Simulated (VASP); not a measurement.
# La2O3 (P-3m1) in VASP: further runs

La2O3 is run at these levels: PBE+D4; tasks: single point.

Everything below comes from runs of VASP 6.6.1. Logs are shortened: lines on timing, memory, paths and dates and some standing lists are left out, and cuts for length are marked.

### Step 1. The cell of the first run

It takes space group P-3m1 (No. 164, trigonal). The conventional cell has a = 3.983 Å, b = 3.983 Å, c = 6.192 Å, α = 90.00°, β = 90.00°, γ = 120.00°. Within 3.2 Å of La (site symmetry 3m) lie 7 O at 2.39 to 2.76 Å. O (site symmetry 3m) has 4 La at 2.39 to 2.47 Å and 6 O at 2.92 to 3.18 Å within 3.2 Å. O (site symmetry -3m) has 6 La at 2.76 Å and 6 O at 3.18 Å within 3.6 Å.

### Step 2. Single point, PBE+D4

INCAR

```
PREC     = Accurate       # precision mode
ENCUT    = 520            # plane-wave cutoff, eV
EDIFF    = 1E-6           # SCF threshold, eV
ISMEAR   = 0              # smearing method
SIGMA    = 0.01           # smearing width, eV
LREAL    = F              # projectors in reciprocal space
LASPH    = T              # aspherical terms in the spheres
NELM     = 100            # most SCF steps
ALGO     = Normal         # electronic algorithm
ISIF     = 2              # what is computed and relaxed
LWAVE    = F              # write WAVECAR
LCHARG   = F              # write CHGCAR
GGA      = PE             # functional
IVDW     = 13             # dispersion correction
NBANDS   = 28             # bands
```

KPOINTS

```
regular mesh
0
Gamma
  12 12 4
```

POSCAR

```
La2O3
1.0
    3.9825067213      0.0000000000      0.0000000000
   -1.9912533607      3.4489465845      0.0000000000
    0.0000000000      0.0000000000      6.1923796182
La O
2 3
Direct
    0.6666666667      0.3333333333      0.7537600000
    0.3333333333      0.6666666667      0.2462400000
    0.6666666667      0.3333333333      0.3541100000
    0.3333333333      0.6666666667      0.6458900000
    0.0000000000      0.0000000000      0.0000000000
```

Potentials or basis: VASP PAW PBE potentials, release 64 (La, O).

On the command line:

```
> cat potpaw_PBE.64/La/POTCAR potpaw_PBE.64/O/POTCAR > POTCAR
> mpirun -np 1 vasp_std > vasp.out
```

OUTCAR:

```text
PREC = Accurate
   ENCUT = 520
   EDIFF = 1E-6
   ISMEAR = 0
   LREAL = F
   LASPH = T
   NELM = 100
   ISIF = 2
   GGA = PE
   IVDW = 13

 ion  position               nearest neighbor table
   1  0.667  0.333  0.754-   4 2.39   4 2.39   4 2.39   3 2.47   5 2.76   5 2.76   5 2.76
   2  0.333  0.667  0.246-   3 2.39   3 2.39   3 2.39   4 2.47   5 2.76   5 2.76   5 2.76
   3  0.667  0.333  0.354-   2 2.39   2 2.39   2 2.39   1 2.47
   4  0.333  0.667  0.646-   1 2.39   1 2.39   1 2.39   2 2.47
   5  0.000  0.000  0.000-   2 2.76   1 2.76   2 2.76   1 2.76   1 2.76   2 2.76

  LATTYP: Found a hexagonal cell.
 ALAT       =     3.9825067213
 C/A-ratio  =     1.5548949573

  Lattice vectors:

 A1 = (   3.9825067213,   0.0000000000,   0.0000000000)
 A2 = (  -1.9912533607,   3.4489465845,   0.0000000000)
 A3 = (   0.0000000000,   0.0000000000,   6.1923796182)

Analysis of symmetry for initial positions (statically):
=====================================================================
 Subroutine PRICEL returns:
 Original cell was already a primitive cell.

 Routine SETGRP: Setting up the symmetry group for a
 hexagonal supercell.

 Subroutine GETGRP returns: Found 12 space group operations
 (whereof 12 operations were pure point group operations)
 out of a pool of 24 trial point group operations.

The static configuration has the point symmetry D_3d.

Analysis of symmetry for dynamics (positions and initial velocities):
=====================================================================
 Subroutine PRICEL returns:
 Original cell was already a primitive cell.

 Routine SETGRP: Setting up the symmetry group for a
 hexagonal supercell.

 Subroutine GETGRP returns: Found 12 space group operations
 (whereof 12 operations were pure point group operations)
 out of a pool of 24 trial point group operations.

The dynamic configuration has the point symmetry D_3d.

 Subroutine INISYM returns: Found 12 space group operations
 (whereof 12 operations are pure point group operations),
 and found     1 'primitive' translations

----------------------------------------------------------------------------------------

                                     Primitive cell
[... 94 lines left out ...]
   LASPH  =      T    aspherical Exc in radial PAW
   ENCUT  =  520.0 eV  38.22 Ry    6.18 a.u.   7.40  7.40 11.51*2*pi/ulx,y,z
   NELM   =    100;   NELMIN=  2; NELMDL= -5     # of ELM steps
   EDIFF  = 0.1E-05   stopping-criterion for ELM
   LREAL  =      F    real-space projection
   EDIFFG = 0.1E-04   stopping-criterion for IOM
   NSW    =      0    number of steps for IOM
   IBRION =     -1    ionic relax: 0-MD 1-quasi-New 2-CG
   NFREE  =      0    steps in history (QN), initial steepest desc. (CG)
   ISIF   =      2    stress and relaxation
   ISYM   =      2    0-nonsym 1-usesym 2-fastsym
   POTIM  = 0.5000    time-step for ionic-motion
   TEBEG  =    0.0;   TEEND  =   0.0 temperature during run
   PSTRESS=    0.0 pullay stress
   NELECT =      40.0000    total number of electrons
   NUPDOWN=      -1.0000    fix difference up-down
   EMIN   =  10.00;   EMAX   =-10.00  energy-range for DOS
   EFERMI =   0.00;   METHOD = LEGACY
   ISMEAR =     0;   SIGMA  =   0.01  broadening in eV -4-tet -1-fermi 0-gaus
   EFERMI_NEDOS =   21; number of points for ismear=-14 and -15
   IALGO  =     38    algorithm
   IMIX   =      4    mixing-type and parameters
     AMIX     =   0.40;   BMIX     =  1.00
     AMIX_MAG =   1.60;   BMIX_MAG =  1.00
  volume/ion in A,a.u.               =      17.01       114.80
  Fermi-wavevector in a.u.,A,eV,Ry     =   1.273096  2.405803 22.051977  1.620775
  Thomas-Fermi vector in A             =   2.405939
   LORBIT       =      0    0 simple, 1 ext, 2 COOP (PROOUT), +10 PAW based schemes
   GGA     = PE    functional components
   LHFCALC =     F    Hartree Fock is set to
   AEXX    =    0.0000 exact exchange contribution
   IVDW    =    13    specifies the selected vdW correction
   LEPSILON=     F    determine dielectric tensor
   LRPA    =     F    only Hartree local field effects (RPA)
 non-spin polarized calculation
 Gauss-broadening in eV      SIGMA  =   0.01
  energy-cutoff  :      520.00
  volume of cell :       85.06
 maximum number of plane-waves:      2328
 NGX is ok and might be reduce to    30
   NGX = 15   NGY = 15   NGZ = 23

 number of electron      39.9999995 magnetization

 Free energy of the ion-electron system (eV)
  ---------------------------------------------------
  ext. energy  EPLUGINS =         0.00000000
  ---------------------------------------------------
  free energy    TOTEN  =       -41.80092337 eV

  energy without entropy =      -41.80092337  energy(sigma->0) =      -41.80092337

 E-fermi :   5.6411     XC(G=0): -10.2811

 val. band max:        5.5970568792   @ k =   0.5000   0.0000   0.5000
 cond. band min:       9.3962508925   @ k =   0.5000   0.0000   0.0000
 fundamental gap:      3.7991940133
 Fermi energy:         5.6411398696

 k-point     1 :       0.0000    0.0000    0.0000
  band No.  band energies     occupation
      1     -24.3549      2.00000
      2     -24.1526      2.00000
      3     -11.1824      2.00000
      4      -9.9759      2.00000
      5      -9.5736      2.00000
      6      -7.8297      2.00000
[... 733 lines left out ...]
     27      10.7966      0.00000
     28      10.8848      0.00000

 [... further k-points ...]

------------------------ aborting loop because EDIFF is reached ----------------------------------------

  DFT-D4 for vdW energy calculation

  Edisp (eV):   -1.24217

  FORCE on cell =-STRESS in cart. coord.  units (eV):
  Direction    XX          YY          ZZ          XY          YZ          ZX
  --------------------------------------------------------------------------------------
  -------------------------------------------------------------------------------------
  Total      -3.42602    -3.42601    -2.56808     0.00000     0.00000     0.00000
  in kB     -64.53565   -64.53545   -48.37469     0.00000     0.00000     0.00000
  external pressure =      -59.15 kB  Pullay stress =        0.00 kB

 VOLUME and BASIS-vectors are now :
 -----------------------------------------------------------------------------
  energy-cutoff  :      520.00
  volume of cell :       85.06
      direct lattice vectors                 reciprocal lattice vectors
     3.982506721  0.000000000  0.000000000     0.251098132  0.144971802  0.000000000
    -1.991253361  3.448946584  0.000000000     0.000000000  0.289943603  0.000000000
     0.000000000  0.000000000  6.192379618     0.000000000  0.000000000  0.161488807

 POSITION                                       TOTAL-FORCE (eV/Angst)
 -----------------------------------------------------------------------------------
      1.99125      1.14965      4.66757        -0.000000      0.000000     -0.319504
     -0.00000      2.29930      1.52481        -0.000000      0.000000      0.319504
      1.99125      1.14965      2.19278        -0.000000     -0.000000     -0.063262
     -0.00000      2.29930      3.99960         0.000000      0.000000      0.063262
      0.00000      0.00000      0.00000         0.000000      0.000000     -0.000000
 -----------------------------------------------------------------------------------
    total drift:                                0.000000      0.000000      0.000000

  FREE ENERGIE OF THE ION-ELECTRON SYSTEM (eV)
  ---------------------------------------------------
  free  energy   TOTEN  =       -43.0430913356 eV

  energy  without entropy=      -43.0430913356  energy(sigma->0) =      -43.04309134
```

stdout:

```text
POSCAR found type information on POSCAR LaO
 POSCAR found :  2 types and       5 ions
 scaLAPACK will be used
 LDA part: xc-table for (Slater+PW92), standard interpolation
 POSCAR, INCAR and KPOINTS ok, starting setup
 FFT: planning ... GRIDC
 FFT: planning ... GRID_SOFT
 FFT: planning ... GRID
 WAVECAR not read
 entering main loop
```

Run time: 3.1 min. Hardware: 1 thread of Intel Xeon Platinum 8488C (Sapphire Rapids), shared host; peak memory 0.31 GiB.

What came out:

```
Free energy                : -43.0431 eV
Pressure                   : -5.9 GPa
Largest force              : 0.320 eV/Å
Band gap on the k mesh     : 3.80 eV (least direct gap 3.98 eV)
Dispersion energy per atom : -0.248 eV
```

Forces on the atoms (eV/Å):
```
La   0.000  0.000 -0.320
La   0.000  0.000  0.320
O    0.000  0.000 -0.063
O    0.000  0.000  0.063
O    0.000  0.000  0.000
```

Caveat: the cell stands under tension; spin-orbit coupling is left out, which moves the levels of the heavy elements. A k mesh can miss the band edges.

### Step 3. Single point, PBE+D4

This run uses another cell than the first one, of 17.50 Å³/atom.

INCAR

```
ALGO = Normal
EDIFF = 1E-6
ENCUT = 520
GGA = PE
ISIF = 2
ISMEAR = 0
IVDW = 13
LASPH = T
LCHARG = F
LREAL = F
LWAVE = F
NBANDS = 28
NELM = 60
PREC = Accurate
SIGMA = 0.01
```

KPOINTS

```
k-points
0
Gamma
  12 12 4
```

Edit POSCAR of step 2 so:

```diff
@@ -2,5 +2,5 @@
 1.0
-    3.9825067213      0.0000000000      0.0000000000
-   -1.9912533607      3.4489465845      0.0000000000
-    0.0000000000      0.0000000000      6.1923796182
+    4.0204376397      0.0000000000      0.0000000000
+   -2.0102188198      3.4817956719      0.0000000000
+    0.0000000000      0.0000000000      6.2513582118
 La O
```

Potentials or basis: VASP PAW PBE potentials, release 64 (La, O).

On the command line:

```
> cat potpaw_PBE.64/La/POTCAR potpaw_PBE.64/O/POTCAR > POTCAR
> mpirun -np 1 vasp_std > vasp.out
```

Wall time 3.3 min (1 thread of Intel Xeon Platinum 8488C (Sapphire Rapids), shared host); peak memory 0.31 GiB.

The run converged. Its results:

```
Free energy                : -42.9317 eV
Pressure                   : -8.8 GPa
Largest force              : 0.499 eV/Å
Band gap on the k mesh     : 3.75 eV (least direct gap 3.98 eV)
Dispersion energy per atom : -0.241 eV
```

Forces on the atoms (eV/Å):
```
La   0.000  0.000 -0.499
La   0.000  0.000  0.499
O    0.000  0.000 -0.090
O    0.000  0.000  0.090
O    0.000  0.000  0.000
```

Stress tensor (GPa, compression positive):
```
-9.60  0.00  0.00
 0.00 -9.60  0.00
 0.00  0.00 -7.27
```

Levels at points of the mesh, in eV from the valence-band top:
```tsv
k point	band 17	band 18	band 19	band 20	band 21	band 22	band 23	band 24
(0.00, 0.00, 0.00)	-1.50	-0.30	-0.30	-0.03	4.12	4.41	4.41	4.77
(0.50, 0.00, 0.00)	-0.65	-0.59	-0.43	-0.23	3.75	4.48	4.84	4.88
(0.00, 0.00, 0.50)	-0.90	-0.67	-0.24	-0.24	4.46	4.49	4.49	4.69
(0.50, 0.00, 0.50)	-0.92	-0.59	-0.37	0.00	4.20	4.44	4.76	4.86
```

Caveat: the cell stands under tension; spin-orbit coupling is left out, which moves the levels of the heavy elements. A k mesh can miss the band edges.
